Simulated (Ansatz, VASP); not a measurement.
**CdSe: VASP beside Ansatz**

The input INCAR:

```
PREC = Accurate ; ENCUT = 520
EDIFF = 1E-6 ; ISMEAR = -1
SIGMA = 0.03 ; LREAL = False
LASPH = True ; NELM = 80
ALGO = Normal ; ISIF = 2
LWAVE = False ; LCHARG = True
GGA = PE ; LELF = True
LVHAR = True ; NBANDS = 16
```

KPOINTS

```
regular mesh
0
Gamma
  8 8 8
```

POSCAR

```
CdSe
1.0
    0.0000000000      3.1316766226      3.0702711986
    3.1316766226      0.0000000000      3.0702711986
    3.1316766226      3.1316766226      0.0000000000
Cd Se
1 1
Direct
    0.0000000000      0.0000000000      0.0000000000
    0.2500000000      0.2500000000      0.2500000000
```

Input for Ansatz:

```yaml
crystal:
  lattice:
    - [0.0, 3.1316766226, 3.0702711986]
    - [3.1316766226, 0.0, 3.0702711986]
    - [3.1316766226, 3.1316766226, 0.0]
  atoms:
    - { symbol: Cd, position: [0.0, 0.0, 0.0] }
    - { symbol: Se, position: [0.25, 0.25, 0.25] }
kpoints:
  mp_grid: { grid: [8, 8, 8] }
  band_path:
    path:
      - [0.0, 0.0, 0.0]
      - [0.0, 0.5, 0.5]
      - [0.25, 0.75, 0.5]
      - [0.0, 0.5, 0.0]
      - [0.0, 0.0, 0.0]
      - [0.5, 0.5, 0.0]
      - [0.38005, 0.61995, 0.0]
      - [-0.38005, 0.38005, 0.0]
      - [0.0, 0.0, 0.0]
    npoints: 5
scf:
  occupations: { method: fermi_dirac, width: 0.03 }
hamiltonian:
  xc: pbe
  pseudopotentials: { kind: all_electron, lapw: { basis_error: 0.001 } }
output:
  forces: true
  stress: true
  eigenvalues: true
```

Change from the starting cell: equal xx and yy strain of +2 %.

Alike in both runs: task single point; functional PBE; k mesh 8 × 8 × 8; occupations fermi-dirac, width 0.03 eV; no spin polarisation.

```csv
,VASP,Ansatz
version,VASP 6.6.1,Ansatz 0.2.0
potentials or method,"VASP PAW PBE potentials, release 64 (Cd, Se), cutoff 520 eV","all-electron LAPW, scalar-relativistic"
```

Ansatz gave:

| Item | Value |
| --- | --- |
| pressure (GPa) | -0.5 |
| traceless stress, the component that is largest in VASP (GPa) | 0.23 |

What did VASP give for the same quantities?

Pressure (GPa): -0.3; traceless stress, the component that is largest in VASP (GPa): 0.23.

Ansatz ran all-electron here, and VASP with PAW potentials.
